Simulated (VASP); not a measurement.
Set up this calculation in VASP 6.6.1, as the native input.

```yaml
Task: single point
Functional: r2SCAN
Potentials_or_basis: VASP PAW PBE potentials, release 64 (Ir)
Cutoff: 520 eV
k_mesh: 18 × 18 × 18
Occupations: gaussian, width 0.1 eV
Spin: no spin polarisation
Dipole_correction: no
Further_INCAR_settings: ALGO = Normal; EDIFF = 1e-06; NBANDS = 10
```

Ir:

```xyz
1
Lattice="0.0000 1.8419 1.8419 1.8419 0.0000 1.8419 1.8419 1.8419 0.0000" Properties=species:S:1:pos:R:3 pbc="T T T"
Ir    0.0000    0.0000    0.0000
```

This cell differs from its parent crystal: volume scaled by 0.88.

The input as run:

POSCAR

```
Ir
1.0
    0.0000000000      1.8418982451      1.8418982451
    1.8418982451      0.0000000000      1.8418982451
    1.8418982451      1.8418982451      0.0000000000
Ir
1
Direct
    0.0000000000      0.0000000000      0.0000000000
```

INCAR.step1

```
SYSTEM = Ir
PREC     = Accurate       ! precision mode
ENCUT    = 520            ! plane-wave cutoff, eV
ISMEAR   = 0              ! smearing method
SIGMA    = 0.1            ! smearing width, eV
LREAL    = .False.        ! projectors in reciprocal space
LASPH    = .True.         ! aspherical terms in the spheres
NELM     = 60             ! most SCF steps
NBANDS   = 10             ! bands
GGA      = PE             ! functional
ALGO     = Normal         ! electronic algorithm
EDIFF    = 1E-4           ! SCF threshold, eV
LWAVE    = .True.         ! write WAVECAR
LCHARG   = .False.        ! write CHGCAR
```

INCAR.step2

```
SYSTEM = Ir
PREC     = Accurate       ! precision mode
ENCUT    = 520            ! plane-wave cutoff, eV
EDIFF    = 1E-6           ! SCF threshold, eV
ISMEAR   = 0              ! smearing method
SIGMA    = 0.1            ! smearing width, eV
LREAL    = .False.        ! projectors in reciprocal space
LASPH    = .True.         ! aspherical terms in the spheres
NELM     = 60             ! most SCF steps
ALGO     = Normal         ! electronic algorithm
ISIF     = 2              ! what is computed and relaxed
LWAVE    = .False.        ! write WAVECAR
LCHARG   = .True.         ! write CHGCAR
METAGGA  = R2SCAN         ! meta-GGA
LMIXTAU  = .True.       
LELF     = .True.         ! ELF
LVHAR    = .True.       
NBANDS   = 10             ! bands
ISTART   = 1
```

KPOINTS

```
Automatic mesh
0
Gamma
  18 18 18
  0 0 0
```

Potentials or basis: VASP PAW PBE potentials, release 64 (Ir).

Launch:

```bash
$ cat potpaw_PBE.64/Ir/POTCAR > POTCAR
$ cp INCAR.step1 INCAR
$ mpirun -np 1 vasp_std > vasp.out
$ cp INCAR.step2 INCAR
$ mpirun -np 1 vasp_std > vasp.out
```

It gave:

* Pressure: 71.5 GPa

Caveat: the PAW data sets were made with another functional, which shifts forces and pressure a little.

It took 3.2 min on 1 thread of AMD EPYC 7R13 (shared host), peak memory 0.12 GiB.
